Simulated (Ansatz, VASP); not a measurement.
## Ti3W in VASP and in Ansatz

```
Ti W
1.0
    -1.91233    1.91233    4.55333
     1.91233   -1.91233    4.55333
     1.91233    1.91233   -4.55333
Ti W
3 1
Direct
  0.50000 0.50000 0.00000
  0.25000 0.75000 0.50000
  0.75000 0.25000 0.50000
  0.00000 0.00000 0.00000
```

Alike in both runs: functional PBE; k mesh 18 × 18 × 18; occupations gaussian, width 0.1 eV; no spin polarisation.

Ansatz relaxed the structure, and its values are those at the end. VASP's run is a single point on that final structure, the one shown.

```csv
,VASP,Ansatz
version,VASP 6.6.1,Ansatz 0.2.0
potentials or method,"VASP PAW PBE potentials, release 64 (Ti_sv, W_sv), cutoff 520 eV","scalar-relativistic, plane waves, PAW"
valence electrons in the cell,50,50
```

```tsv
	VASP	Ansatz	Ansatz less VASP
gap on the k mesh at the Fermi level (eV)	none	none	-
pressure (GPa)	-0.2	0.0	+0.16
```

A gap of «none» marks a metal or a gap that the smearing closes. The functional is the same, so the differences come from potentials, cutoffs and numerics.

Neither program's run includes spin-orbit coupling.
